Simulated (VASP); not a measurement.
# HfB2: single point with PBE

Crystal: HfB2.

```
CELL_PARAMETERS angstrom
-2.42913 2.42913 1.55731
2.42913 -2.42913 1.55731
2.42913 2.42913 -1.55731
ATOMIC_POSITIONS crystal
Hf 0.00000 0.00000 0.00000
B 0.25000 0.75000 0.50000
B 0.75000 0.25000 0.50000
```

The cell was built from a structure type or drawn by symmetry, and may not be a known phase.

* Program: VASP 6.6.1
* Task: single point
* Functional: PBE
* Potentials or basis: VASP PAW PBE potentials, release 64 (Hf_pv, B)
* Cutoff: 500 eV
* k mesh: 18 × 18 × 18
* Occupations: gaussian, width 0.1 eV
* Spin: no spin polarisation

* Pressure: -0.5 GPa
* Band gap on the k mesh: zero (bands 8 and 9 overlap by 3.06 eV)

Stress tensor (GPa, compression positive):
```
-0.50  0.00  0.00
 0.00 -0.50  0.00
 0.00  0.00 -0.40
```

Levels at points of the mesh, in eV from the Fermi level:
```csv
k point,band 4,band 5,band 6,band 7,band 8,band 9,band 10,band 11,band 12,band 13
"(0.00, 0.00, 0.00)",-12.26,-4.38,-2.12,-2.12,-1.45,-1.15,1.54,1.54,2.87,5.24
"(0.50, 0.00, 0.00)",-9.08,-8.09,-3.50,-2.75,-0.75,0.08,1.61,3.04,4.84,6.93
"(0.50, 0.50, 0.00)",-10.27,-7.30,-4.19,-4.02,-1.01,1.01,3.22,4.18,5.48,6.74
"(0.50, 0.50, 0.50)",-10.54,-5.14,-4.67,-4.67,-1.40,3.31,3.31,3.92,4.44,4.63
```

Wall time 2.6 min on 1 thread of AMD EPYC 7R13 Processor (Zen 3) (shared host), peak memory 0.33 GiB.

Caveat: spin-orbit coupling is left out, which moves the levels of the heavy elements.
